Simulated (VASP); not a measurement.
Write the native input for VASP 6.6.1 that does the following.

```yaml
Task: single point
Functional: PBE
Potentials_or_basis: VASP PAW PBE potentials, release 64 (Li_sv, F)
Cutoff: 520 eV
k_mesh: 9 × 9 × 6
Occupations: gaussian, width 0.05 eV
Spin: no spin polarisation
Dipole_correction: no
Further_INCAR_settings: ALGO = Normal; EDIFF = 1e-06; NBANDS = 18
```

The structure of LiF lies in POSCAR:

```
LiF
1.0
    3.0774506209      0.0000000000      0.0000000000
   -1.5387253104      2.6651504166      0.0000000000
    0.0000000000      0.0000000000      5.0574823504
Li F
2 2
Direct
    0.3333333333      0.6666666667      0.4014716674
    0.6666666667      0.3333333333      0.9014716674
    0.3333333333      0.6666666667      0.9939266766
    0.6666666667      0.3333333333      0.4939266766
```

This cell differs from its parent crystal: atoms shifted along a free coordinate, c/a of the conventional cell at fixed volume 1.6434.

One way to write it, as run:

INCAR

```
PREC = Accurate
ENCUT = 520
EDIFF = 1E-6
ISMEAR = 0
SIGMA = 0.05
LREAL = F
LASPH = T
NELM = 80
ALGO = Normal
ISIF = 2
LWAVE = F
LCHARG = T
GGA = PE
LELF = T
LVHAR = T
NBANDS = 18
```

KPOINTS

```
regular mesh
0
Gamma
  9 9 6
```

Potentials or basis: VASP PAW PBE potentials, release 64 (Li_sv, F).

Launch:

```console
$ cat potpaw_PBE.64/Li_sv/POTCAR potpaw_PBE.64/F/POTCAR > POTCAR
$ mpirun -np 1 vasp_std > vasp.out
```

Results of the run:

```yaml
Largest_force: 0.279 eV/Å
Band_gap_on_the_k_mesh: 7.53 eV
```

It took 42 s on 1 thread of Intel Xeon 8259CL, with other jobs on the host, peak memory 0.17 GiB.
